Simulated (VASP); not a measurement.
Runs of VASP 6.6.1 on HfC. The structure is that of space group Fm-3m (No. 225), or close to it. The cells are those of the table. 

```tsv
task	cell	cutoff (eV)	gap on the mesh (eV)	pressure (GPa)
single point	a = 3.215 Å, angles 60.0°, 2 atoms	520	none	16.3
single point	a = 3.282 Å, angles 60.0°, 2 atoms	520	none	(b)
single point	a = 3.314 Å, angles 60.0°, 2 atoms	520	none	-8.0
relaxation of cell and atoms	relaxed from a = 3.288 Å, angles 60.0°, 2 atoms	600	none	0.0
single point	a = 3.248 Å, angles 60.0°, 2 atoms	520	none	(a)
single point	a = 3.346 Å, angles 60.0°, 2 atoms	520	none	-13.9
```

Alike in all rows: level r2SCAN; potentials or basis VASP PAW PBE potentials, release 64 (Hf_pv, C); no spin polarisation; k mesh 16 × 16 × 16; smearing gaussian 0.1 eV.

Q: Fill in the values left out.

A: (a) 7.0; (b) -1.1.

Caveats: the PAW data sets were made with another functional, which shifts forces and pressure a little; spin-orbit coupling is left out, which moves the levels of the heavy elements; the cell stands under pressure (at least some runs); the cell stands under tension (at least some runs).

A k mesh can miss the band edges, and the runs leave out spin-orbit coupling on Hf.

A gap of «none» marks levels without a gap at the run's occupations.
